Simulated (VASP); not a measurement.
The system is SiNi3.

```xyz
4
Lattice="3.5420 0.0000 0.0000 0.0000 3.5420 0.0000 0.0000 0.0000 3.5420" Properties=species:S:1:pos:R:3 pbc="T T T"
Ni    1.7710    1.7710    0.0000
Ni    1.7710    0.0000    1.7710
Ni    0.0000    1.7710    1.7710
Si    0.0000    0.0000    0.0000
```

Base run:

| Quantity | Value |
| --- | --- |
| Program | VASP 6.6.1 |
| Functional | PBE |
| Potentials or basis | VASP PAW PBE potentials, release 64 (Ni, Si) |
| Cutoff | 520 eV |
| k mesh | 6 × 6 × 6 |
| Occupations | fermi-dirac, width 0.05 eV |
| Spin | collinear spin, ferromagnetic start |
| Starting moments | [0.5, 0.5, 0.5, 0.0] μB |
| Fixed moment | 1.5 μB |

Its results: pressure -3.6 GPa; site moments Ni +0.49; Si +0.03 μB.

Q: After a change of settings the same cell gave: pressure 6.9 GPa; site moments Ni +1.09; Si +0.23 μB. Which change was it?
A. fixed moment from 1.5 μB to 0.8 μB; moments at the start from [0.5, 0.5, 0.5, 0.0] to [0.27, 0.27, 0.27, 0.0]
B. fixed moment from 1.5 μB to 3.8 μB; moments at the start from [0.5, 0.5, 0.5, 0.0] to [1.27, 1.27, 1.27, 0.0]
C. functional from PBE to PBEsol; further incar settings from ALGO = Normal; EDIFF = 1e-07; NBANDS = 29 to ALGO = Normal; EDIFF = 1e-06; NBANDS = 29

A: B.

Caveats: the total moment is fixed, so each spin has its own Fermi level; the cell stands under tension (at least some runs); the cell stands under pressure (at least some runs).
